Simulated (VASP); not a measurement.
Here is a VASP 6.6.1 calculation.

The input POSCAR:

```
Ti
1.0
   -1.6410000000      1.6410000000      1.6410000000
    1.6410000000     -1.6410000000      1.6410000000
    1.6410000000      1.6410000000     -1.6410000000
Ti
1
Direct
    0.0000000000      0.0000000000      0.0000000000
```

File INCAR.step1:

```
SYSTEM = Ti
  PREC = Accurate
  ENCUT = 520
  EDIFF = 1E-5
  ISMEAR = -1
  SIGMA = 0.05
  LREAL = .FALSE.
  LASPH = .TRUE.
  NELM = 80
  ALGO = Normal
  ISIF = 2
  LWAVE = .TRUE.
  LCHARG = .FALSE.
  NBANDS = 12
  GGA = PE
```

File INCAR.step2:

```
SYSTEM = Ti
  PREC = Accurate
  ENCUT = 520
  EDIFF = 1E-6
  ISMEAR = -1
  SIGMA = 0.05
  LREAL = .FALSE.
  LASPH = .TRUE.
  NELM = 80
  ALGO = Normal
  ISIF = 2
  LWAVE = .FALSE.
  LCHARG = .FALSE.
  GGA = PE
  LHFCALC = .TRUE.
  HFSCREEN = 0.2079
  PRECFOCK = Normal
  NBANDS = 12
  ISTART = 1
```

KPOINTS

```
regular mesh
0
G
  6 6 6
  0 0 0
```

Potentials or basis: VASP PAW PBE potentials, release 64 (Ti_sv).

Run with:

```sh
$ cat potpaw_PBE.64/Ti_sv/POTCAR > POTCAR
$ cp INCAR.step1 INCAR
$ mpirun -np 1 vasp_std > vasp.out
$ cp INCAR.step2 INCAR
$ mpirun -np 1 vasp_std > vasp.out
```

(1) Predict the pressure.

(2) Estimate the band gap on the k mesh.

## Answers

(1) -2.7 GPa.

(2) zero (band 6 reaches 9.53 eV, above the bottom of band 7 at 7.05 eV).

Caveat: the k points lie up to 0.45 Å⁻¹ apart; the PAW data sets were made with another functional, which shifts forces and pressure a little.
